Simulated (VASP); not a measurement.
# In2BiP (P-4m2) in VASP: further runs

Aim: see how the results for In2BiP move with the level of theory and the settings. Levels: PBE, r2SCAN. Tasks: single point.

Program: VASP 6.6.1. These are calculated values, not measurements. Logs are shortened: lines on timing, memory, paths and dates and some standing lists are left out, and cuts for length are marked.

## Step 1: The cell of the first run

It takes space group P-4m2 (No. 115, tetragonal). The conventional cell has a = 4.554 Å, b = 4.554 Å, c = 6.514 Å, α = 90.00°, β = 90.00°, γ = 90.00°. P (site symmetry -4m2) has 4 In at 2.68 Å within 3.5 Å. Within 3.5 Å of In (site symmetry 2mm) lie 2 P at 2.68 Å and 2 Bi at 2.93 Å. Within 3.9 Å of Bi (site symmetry -4m2) lie 4 In at 2.93 Å.

## Step 2: Single point, PBE (volume changed by +3%)

INCAR reads:

```
ALGO = Normal
EDIFF = 1E-7
ENCUT = 520
GGA = PE
ISIF = 2
ISMEAR = -1
LASPH = T
LCHARG = F
LREAL = F
LWAVE = F
NBANDS = 31
NELM = 80
PREC = Accurate
SIGMA = 0.02
```

KPOINTS reads:

```
k-points
0
Gamma
  6 6 4
```

POSCAR reads:

```
In2BiP
1.0
    4.5539681496      0.0000000000      0.0000000000
    0.0000000000      4.5539681496      0.0000000000
    0.0000000000      0.0000000000      6.5135606791
P In Bi
1 2 1
Direct
    0.0000000000      0.0000000000      0.0000000000
    0.0000000000      0.5000000000      0.7820975152
    0.5000000000      0.0000000000      0.2179024848
    0.5000000000      0.5000000000      0.5000000000
```

Potentials or basis: VASP PAW PBE potentials, release 64 (P, In_d, Bi_d).

Command:

```
> cat potpaw_PBE.64/P/POTCAR potpaw_PBE.64/In_d/POTCAR potpaw_PBE.64/Bi_d/POTCAR > POTCAR
> mpirun -np 1 vasp_std > vasp.out
```

OUTCAR:

```text
EDIFF = 1E-7
   ENCUT = 520
   GGA = PE
   ISIF = 2
   ISMEAR = -1
   LASPH = T
   LREAL = F
   NELM = 80
   PREC = Accurate

 ion  position               nearest neighbor table
   1  0.000  0.000  0.000-   2 2.68   3 2.68   2 2.68   3 2.68
   2  0.000  0.500  0.782-   1 2.68   1 2.68   4 2.93   4 2.93
   3  0.500  0.000  0.218-   1 2.68   1 2.68   4 2.93   4 2.93
   4  0.500  0.500  0.500-   2 2.93   3 2.93   3 2.93   2 2.93

  LATTYP: Found a simple tetragonal cell.
 ALAT       =     4.5539681496
 C/A-ratio  =     1.4303043994

  Lattice vectors:

 A1 = (   4.5539681496,   0.0000000000,   0.0000000000)
 A2 = (   0.0000000000,   4.5539681496,   0.0000000000)
 A3 = (   0.0000000000,   0.0000000000,   6.5135606791)

Analysis of symmetry for initial positions (statically):
=====================================================================
 Subroutine PRICEL returns:
 Original cell was already a primitive cell.

 Routine SETGRP: Setting up the symmetry group for a
 simple tetragonal supercell.

 Subroutine GETGRP returns: Found  8 space group operations
 (whereof  8 operations were pure point group operations)
 out of a pool of 16 trial point group operations.

The static configuration has the point symmetry D_2d.

Analysis of symmetry for dynamics (positions and initial velocities):
=====================================================================
 Subroutine PRICEL returns:
 Original cell was already a primitive cell.

 Routine SETGRP: Setting up the symmetry group for a
 simple tetragonal supercell.

 Subroutine GETGRP returns: Found  8 space group operations
 (whereof  8 operations were pure point group operations)
 out of a pool of 16 trial point group operations.

The dynamic configuration has the point symmetry D_2d.

 Subroutine INISYM returns: Found  8 space group operations
 (whereof  8 operations are pure point group operations),
 and found     1 'primitive' translations

----------------------------------------------------------------------------------------

                                     Primitive cell

  volume of cell :     135.0823

  direct lattice vectors                    reciprocal lattice vectors
     4.553968150  0.000000000  0.000000000     0.219588712  0.000000000  0.000000000
     0.000000000  4.553968150  0.000000000     0.000000000  0.219588712  0.000000000
     0.000000000  0.000000000  6.513560679     0.000000000  0.000000000  0.153525859

  length of vectors
     4.553968150  4.553968150  6.513560679     0.219588712  0.219588712  0.153525859

  position of ions in fractional coordinates (direct lattice)
     0.000000000  0.000000000  0.000000000
     0.000000000  0.500000000  0.782097515
     0.500000000  0.000000000  0.217902485
     0.500000000  0.500000000  0.500000000

  ion indices of the primitive-cell ions
   primitive index   ion index
                 1           1
                 2           2
                 3           3
                 4           4

----------------------------------------------------------------------------------------

 KPOINTS: k-points

Automatic generation of k-mesh.
 Grid dimensions read from file:
 generate k-points for:    6    6    4

 Generating k-lattice:

  Cartesian coordinates                     Fractional coordinates (reciprocal lattice)
     0.036598119  0.000000000  0.000000000     0.166666667  0.000000000  0.000000000
     0.000000000  0.036598119  0.000000000     0.000000000  0.166666667  0.000000000
     0.000000000  0.000000000  0.038381465     0.000000000  0.000000000  0.250000000

  Length of vectors
     0.036598119  0.036598119  0.038381465

  Shift w.r.t. Gamma in fractional coordinates (k-lattice)
     0.000000000  0.000000000  0.000000000

 Subroutine IBZKPT returns following result:
 ===========================================

 Found     30 irreducible k-points:

 Following reciprocal coordinates:
            Coordinates               Weight
  0.000000  0.000000  0.000000      1.000000
  0.166667  0.000000  0.000000      4.000000
  0.333333  0.000000  0.000000      4.000000
  0.500000  0.000000  0.000000      2.000000
  0.166667  0.166667  0.000000      4.000000
  0.333333  0.166667  0.000000      8.000000
[... 16 lines left out ...]
  0.333333  0.000000  0.500000      4.000000
  0.500000  0.000000  0.500000      2.000000
 [... further k-points ...]
   k-points           NKPTS =     30   k-points in BZ     NKDIM =     30   number of bands    NBANDS=     31
   number of dos      NEDOS =    301   number of ions     NIONS =      4
   total plane-waves  NPLWV =  62208
   dimension x,y,z NGX =    36 NGY =   36 NGZ =   48
   dimension x,y,z NGXF=    72 NGYF=   72 NGZF=   96
   ions per type =               1   2   1
   NGX,Y,Z   is equivalent  to a cutoff of  13.14, 13.14, 12.25 a.u.
   NGXF,Y,Z  is equivalent  to a cutoff of  26.28, 26.28, 24.50 a.u.
 SYSTEM =  unknown system
   PREC   = accura    normal or accurate (medium, high low for compatibility)
[... 39 lines left out ...]
 non-spin polarized calculation
  energy-cutoff  :      520.00
  volume of cell :      135.08
 maximum number of plane-waves:      3658
 NGX is ok and might be reduce to    36
   NGX = 17   NGY = 17   NGZ = 25

 number of electron      46.0000010 magnetization

 Free energy of the ion-electron system (eV)
  ---------------------------------------------------
  ext. energy  EPLUGINS =         0.00000000
  ---------------------------------------------------
  free energy    TOTEN  =       -14.49550371 eV

  energy without entropy =      -14.49436319  energy(sigma->0) =      -14.49493345

 E-fermi :   4.4330     XC(G=0):  -8.5750

 val. band max:        4.4299914942   @ k =   0.5000   0.0000   0.5000
 cond. band min:       4.4558161328   @ k =   0.0000   0.0000   0.0000
 fundamental gap:      0.0258246386
 Fermi energy:         4.4329844984

 k-point     1 :       0.0000    0.0000    0.0000
  band No.  band energies     occupation
      1     -17.8021      2.00000
      2     -17.8021      2.00000
      3     -17.7853      2.00000
      4     -17.7844      2.00000
      5     -17.7550      2.00000
      6     -10.2600      2.00000
[... 23 lines left out ...]
     30      10.3364      0.00000
     31      11.8548      0.00000

 k-point     2 :       0.1667    0.0000    0.0000
  band No.  band energies     occupation
      1     -17.8024      2.00000
      2     -17.8021      2.00000
      3     -17.7845      2.00000
      4     -17.7825      2.00000
      5     -17.7555      2.00000
      6     -10.2544      2.00000
[... 23 lines left out ...]
     30      10.8651      0.00000
     31      10.9637      0.00000

 k-point     3 :       0.3333    0.0000    0.0000
  band No.  band energies     occupation
      1     -17.8031      2.00000
      2     -17.8021      2.00000
      3     -17.7841      2.00000
      4     -17.7779      2.00000
      5     -17.7566      2.00000
      6     -10.2430      2.00000
[... 23 lines left out ...]
     30       9.9423      0.00000
     31      10.0946      0.00000

 k-point     4 :       0.5000    0.0000    0.0000
  band No.  band energies     occupation
      1     -17.8035      2.00000
      2     -17.8021      2.00000
      3     -17.7839      2.00000
      4     -17.7755      2.00000
      5     -17.7571      2.00000
      6     -10.2325      2.00000
[... 23 lines left out ...]
     30       9.3266      0.00000
     31       9.5436      0.00000

 k-point     5 :       0.1667    0.1667    0.0000
  band No.  band energies     occupation
      1     -17.8024      2.00000
      2     -17.8024      2.00000
      3     -17.7826      2.00000
      4     -17.7819      2.00000
      5     -17.7561      2.00000
      6     -10.2511      2.00000
[... 23 lines left out ...]
     30       9.7431      0.00000
     31      10.3681      0.00000
[... 542 lines left out ...]
     30       9.8174      0.00000
     31       9.8177      0.00000

 k-point    22 :       0.1667    0.0000    0.5000
  band No.  band energies     occupation
      1     -17.8024      2.00000
      2     -17.8021      2.00000
      3     -17.7845      2.00000
      4     -17.7825      2.00000
      5     -17.7555      2.00000
      6     -10.2288      2.00000
[... 23 lines left out ...]
     30       9.4695      0.00000
     31       9.5575      0.00000

 k-point    23 :       0.3333    0.0000    0.5000
  band No.  band energies     occupation
      1     -17.8031      2.00000
      2     -17.8021      2.00000
      3     -17.7841      2.00000
      4     -17.7779      2.00000
      5     -17.7566      2.00000
      6     -10.2253      2.00000
[... 23 lines left out ...]
     30       9.3640      0.00000
     31      10.9158      0.00000

 k-point    24 :       0.5000    0.0000    0.5000
  band No.  band energies     occupation
      1     -17.8035      2.00000
      2     -17.8021      2.00000
      3     -17.7838      2.00000
      4     -17.7755      2.00000
      5     -17.7571      2.00000
      6     -10.2349      2.00000
[... 23 lines left out ...]
     30       9.8359      0.00000
     31      11.0874      0.00000

 [... further k-points ...]
[... 5 lines left out ...]
  --------------------------------------------------------------------------------------
  -------------------------------------------------------------------------------------
  Total       -0.9742839     -0.9742839     -0.9752615      0.0000000      0.0000000      0.0000000
  in kB      -11.5557377    -11.5557377    -11.5673324      0.0000000      0.0000000      0.0000000
  external PRESSURE =     -11.5596026 kB  Pullay stress =       0.0000000 kB

 VOLUME and BASIS-vectors are now :
 -----------------------------------------------------------------------------
  energy-cutoff  :      520.00
  volume of cell :      135.08
      direct lattice vectors                 reciprocal lattice vectors
     4.553968150  0.000000000  0.000000000     0.219588712  0.000000000  0.000000000
     0.000000000  4.553968150  0.000000000     0.000000000  0.219588712  0.000000000
     0.000000000  0.000000000  6.513560679     0.000000000  0.000000000  0.153525859

 POSITION                                       TOTAL-FORCE (eV/Angst)
 -----------------------------------------------------------------------------------
      0.00000      0.00000      0.00000        -0.000000      0.000000      0.000000
      0.00000      2.27698      5.09424         0.000000      0.000000     -0.010952
      2.27698      0.00000      1.41932         0.000000      0.000000      0.010952
      2.27698      2.27698      3.25678        -0.000000      0.000000      0.000000
 -----------------------------------------------------------------------------------
    total drift:                                0.000000      0.000000      0.000000

  FREE ENERGIE OF THE ION-ELECTRON SYSTEM (eV)
  ---------------------------------------------------
  free  energy   TOTEN  =       -14.4955037105 eV

  energy  without entropy=      -14.4943631875  energy(sigma->0) =      -14.49493345
```

Run time: 40 s. Hardware: 1 thread of Intel Xeon 6975P-C (Granite Rapids), shared host; peak memory 0.31 GiB.

What came out:

```yaml
Free_energy: -14.4955 eV
Pressure: -1.2 GPa
Largest_force: 0.011 eV/Å
Band_gap_on_the_k_mesh: zero (band 23 reaches 4.46 eV, above the bottom of band 24 at 4.43 eV)
```

Forces on the atoms (eV/Å):
```
P    0.000  0.000  0.000
In   0.000  0.000 -0.011
In   0.000  0.000  0.011
Bi   0.000  0.000  0.000
```

Levels at points of the mesh, in eV from the Fermi level:
| k point | band 20 | band 21 | band 22 | band 23 | band 24 | band 25 | band 26 | band 27 |
| --- | --- | --- | --- | --- | --- | --- | --- | --- |
| (0.00, 0.00, 0.00) | -2.42 | -1.40 | -0.32 | 0.02 | 0.02 | 1.26 | 1.38 | 3.22 |
| (0.50, 0.00, 0.00) | -2.72 | -2.56 | -1.84 | -0.36 | 1.23 | 2.20 | 3.69 | 3.85 |
| (0.50, 0.50, 0.00) | -2.50 | -2.20 | -2.20 | -1.89 | 0.66 | 1.43 | 1.43 | 1.84 |
| (0.00, 0.00, 0.50) | -2.13 | -2.13 | -0.71 | -0.71 | 1.05 | 1.60 | 2.41 | 2.43 |
| (0.50, 0.00, 0.50) | -1.83 | -1.17 | -1.10 | -0.27 | 0.00 | 0.30 | 3.58 | 3.73 |
| (0.50, 0.50, 0.50) | -2.72 | -2.72 | -2.72 | -2.58 | 3.01 | 3.01 | 3.75 | 3.82 |

Caveat: spin-orbit coupling is left out, which moves the levels of the heavy elements.

## Step 3: Single point, PBE (volume changed by +6%)

INCAR reads:

```
SYSTEM = In2BiP
ALGO = Normal ; EDIFF = 1E-6
ENCUT = 520 ; GGA = PE
ISIF = 2 ; ISMEAR = -1
LASPH = .True. ; LCHARG = .False.
LREAL = .False. ; LWAVE = .False.
NBANDS = 31 ; NELM = 80
PREC = Accurate ; SIGMA = 0.02
```

KPOINTS reads:

```
k-points
0
Gamma
  6 6 4
  0 0 0
```

POSCAR reads:

```
In2BiP
1.0
    4.5977589913      0.0000000000      0.0000000000
    0.0000000000      4.5977589913      0.0000000000
    0.0000000000      0.0000000000      6.5761949126
P In Bi
1 2 1
Direct
    0.0000000000      0.0000000000      0.0000000000
    0.0000000000      0.5000000000      0.7820975152
    0.5000000000      0.0000000000      0.2179024848
    0.5000000000      0.5000000000      0.5000000000
```

Potentials or basis: VASP PAW PBE potentials, release 64 (P, In_d, Bi_d).

Command:

```
> cat potpaw_PBE.64/P/POTCAR potpaw_PBE.64/In_d/POTCAR potpaw_PBE.64/Bi_d/POTCAR > POTCAR
> mpirun -np 1 vasp_std > vasp.out
```

It took 40 s on 1 thread of Intel Xeon 6975P-C (Granite Rapids), shared host; peak memory 0.31 GiB.

The run converged. Its results:

| Quantity | Value |
| --- | --- |
| Free energy | -14.4563 eV |
| Pressure | -2.1 GPa |
| Largest force | 0.022 eV/Å |
| Band gap on the k mesh | zero (band 23 reaches 4.18 eV, above the bottom of band 24 at 4.13 eV) |

Forces on the atoms (eV/Å):
```
P    0.000  0.000  0.000
In   0.000  0.000 -0.022
In   0.000  0.000  0.022
Bi   0.000  0.000  0.000
```

Levels at points of the mesh, in eV from the Fermi level:
```tsv
k point	band 21	band 22	band 23	band 24	band 25	band 26
(0.00, 0.00, 0.00)	-1.51	-0.30	0.03	0.03	1.27	1.42
(0.50, 0.00, 0.00)	-2.44	-1.77	-0.33	1.20	2.11	3.69
(0.50, 0.50, 0.00)	-2.11	-2.11	-1.81	0.73	1.43	1.43
(0.00, 0.00, 0.50)	-2.04	-0.67	-0.67	1.04	1.62	2.35
(0.50, 0.00, 0.50)	-1.11	-1.05	-0.25	-0.02	0.26	3.59
(0.50, 0.50, 0.50)	-2.60	-2.60	-2.46	2.92	2.92	3.76
```

Caveat: spin-orbit coupling is left out, which moves the levels of the heavy elements.

## Step 4: Single point, r2SCAN (volume changed by -6%)

POSCAR reads:

```
In2BiP
1.0
    4.3679246360      0.0000000000      0.0000000000
    0.0000000000      4.3679246360      0.0000000000
    0.0000000000      0.0000000000      6.2374840043
P In Bi
1 2 1
Direct
    0.0000000000      0.0000000000      0.0000000000
    0.0000000000      0.5000000000      0.7814219074
    0.5000000000      0.0000000000      0.2185780926
    0.5000000000      0.5000000000      0.5000000000
```

INCAR.step1 reads:

```
PREC     = Accurate       # precision mode
ENCUT    = 520            # plane-wave cutoff, eV
ISMEAR   = -1             # smearing method
SIGMA    = 0.02           # smearing width, eV
LREAL    = F              # projectors in reciprocal space
LASPH    = T              # aspherical terms in the spheres
NELM     = 100            # most SCF steps
NBANDS   = 31             # bands
GGA      = PE             # functional
ALGO     = Normal         # electronic algorithm
EDIFF    = 1E-4           # SCF threshold, eV
LWAVE    = T              # write WAVECAR
LCHARG   = F              # write CHGCAR
```

INCAR.step2 reads:

```
PREC     = Accurate       # precision mode
ENCUT    = 520            # plane-wave cutoff, eV
EDIFF    = 1E-6           # SCF threshold, eV
ISMEAR   = -1             # smearing method
SIGMA    = 0.02           # smearing width, eV
LREAL    = F              # projectors in reciprocal space
LASPH    = T              # aspherical terms in the spheres
NELM     = 100            # most SCF steps
ALGO     = Normal         # electronic algorithm
ISIF     = 2              # what is computed and relaxed
LWAVE    = F              # write WAVECAR
LCHARG   = F              # write CHGCAR
METAGGA  = R2SCAN         # meta-GGA
LMIXTAU  = T            
NBANDS   = 31             # bands
ISTART   = 1
```

KPOINTS reads:

```
regular mesh
0
Gamma
  6 6 4
```

Command:

```
> cat potpaw_PBE.64/P/POTCAR potpaw_PBE.64/In_d/POTCAR potpaw_PBE.64/Bi_d/POTCAR > POTCAR
> cp INCAR.step1 INCAR
> mpirun -np 1 vasp_std > vasp.out
> cp INCAR.step2 INCAR
> mpirun -np 1 vasp_std > vasp.out
```

Wall time 1.9 min (1 thread of Intel Xeon 6975P-C (Granite Rapids), shared host); peak memory 0.29 GiB.

It converged, with:

```yaml
Free_energy: -113.1134 eV
Pressure: 3.4 GPa
Largest_force: 0.070 eV/Å
Band_gap_on_the_k_mesh: zero (filled and empty bands touch)
```

Forces on the atoms (eV/Å):
```
P    0.000  0.000  0.000
In   0.000  0.000  0.070
In   0.000  0.000 -0.070
Bi   0.000  0.000  0.000
```

Levels at points of the mesh, in eV from the Fermi level:
| k point | band 21 | band 22 | band 23 | band 24 | band 25 | band 26 |
| --- | --- | --- | --- | --- | --- | --- |
| (0.00, 0.00, 0.00) | -0.52 | -0.38 | 0.00 | 0.00 | 1.42 | 1.46 |
| (0.50, 0.00, 0.00) | -3.17 | -2.26 | -0.52 | 1.64 | 2.97 | 4.00 |
| (0.50, 0.50, 0.00) | -2.73 | -2.73 | -2.37 | 0.59 | 1.65 | 1.65 |
| (0.00, 0.00, 0.50) | -2.62 | -0.97 | -0.97 | 1.29 | 1.74 | 2.98 |
| (0.50, 0.00, 0.50) | -1.46 | -1.35 | -0.40 | 0.42 | 0.81 | 3.85 |
| (0.50, 0.50, 0.50) | -3.37 | -3.37 | -3.25 | 3.81 | 3.81 | 3.99 |

Caveat: the PAW data sets were made with another functional, which shifts forces and pressure a little; spin-orbit coupling is left out, which moves the levels of the heavy elements.

## Step 5: The runs side by side

```tsv
level	cell	gap on the mesh (eV)	pressure (GPa)	largest force (eV/Å)
PBE	a = 4.554, b = 4.554, c = 6.514 Å, 4 atoms	none	-1.2	0.01
PBE	a = 4.598, b = 4.598, c = 6.576 Å, 4 atoms	none	-2.1	0.02
r2SCAN	a = 4.368, b = 4.368, c = 6.237 Å, 4 atoms	none	3.4	0.07
```

Alike in all rows: task single point; potentials or basis VASP PAW PBE potentials, release 64 (P, In_d, Bi_d); no spin polarisation; k mesh 6 × 6 × 4; cutoff (eV) 520; smearing fermi-dirac 0.02 eV.

Caveats: spin-orbit coupling is left out, which moves the levels of the heavy elements; the PAW data sets were made with another functional, which shifts forces and pressure a little (some runs).

Total energies depend on the potentials used, so only differences within one code and one set of settings carry meaning.
